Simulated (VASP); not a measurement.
Write the native input for VASP 6.6.1 that does the following.

```
Task                   : single point
Functional             : PBE
Potentials or basis    : VASP PAW PBE potentials, release 64 (Ta_pv, Mn_pv, B)
Cutoff                 : 520 eV
k mesh                 : 12 × 12 × 6
Occupations            : gaussian, width 0.1 eV
Spin                   : collinear spin, ferromagnetic start
Starting moments       : [0.0, 2.59, 0.0, 0.0, 0.0, 0.0] μB
Dipole correction      : no
Further INCAR settings : ALGO = Fast; EDIFF = 1e-07; NBANDS = 31
```

The structure of TaMnB4 lies in POSCAR:

```
TaMnB4
1.0
    3.0519134742      0.0000000000      0.0000000000
   -1.5259567371      2.6430345988      0.0000000000
    0.0000000000      0.0000000000      6.2813188335
Ta Mn B
1 1 4
Direct
    0.0000000000      0.0000000000      0.5000000000
    0.0000000000      0.0000000000      0.0000000000
    0.3333333333      0.6666666667      0.7657949874
    0.3333333333      0.6666666667      0.2342050126
    0.6666666667      0.3333333333      0.7657949874
    0.6666666667      0.3333333333      0.2342050126
```

The cell was generated, and may not be a known phase.

These files were run (other wordings do the same):

INCAR

```
PREC = Accurate
ENCUT = 520
EDIFF = 1E-7
ISMEAR = 0
SIGMA = 0.1
LREAL = False
LASPH = True
NELM = 150
ALGO = Fast
ISIF = 2
LWAVE = False
LCHARG = False
ISPIN = 2
MAGMOM = 0 2.59 0 0 0 0
LORBIT = 11
LMAXMIX = 4
GGA = PE
NBANDS = 31
```

KPOINTS

```
regular mesh
0
Gamma
  12 12 6
```

Potentials or basis: VASP PAW PBE potentials, release 64 (Ta_pv, Mn_pv, B).

The run is started by

```console
$ cat potpaw_PBE.64/Ta_pv/POTCAR potpaw_PBE.64/Mn_pv/POTCAR potpaw_PBE.64/B/POTCAR > POTCAR
$ mpirun -np 1 vasp_std > vasp.out
```

It gave:

- Pressure: 0.4 GPa
- Largest force: 0.012 eV/Å
- Net moment: 2.18 μB per cell
- Site moments: Ta -0.04; Mn +2.24; B -0.00 μB
- Valence electrons inside the program's atomic spheres: Ta 9.05; Mn 11.87; B 1.99

Caveat: a cell with one magnetic atom can't hold antiferromagnetic order, which such compounds often take.

Run time: 2.8 min on 1 thread of Oxide Virtual Turin-like Processor (shared host), peak memory 0.28 GiB.
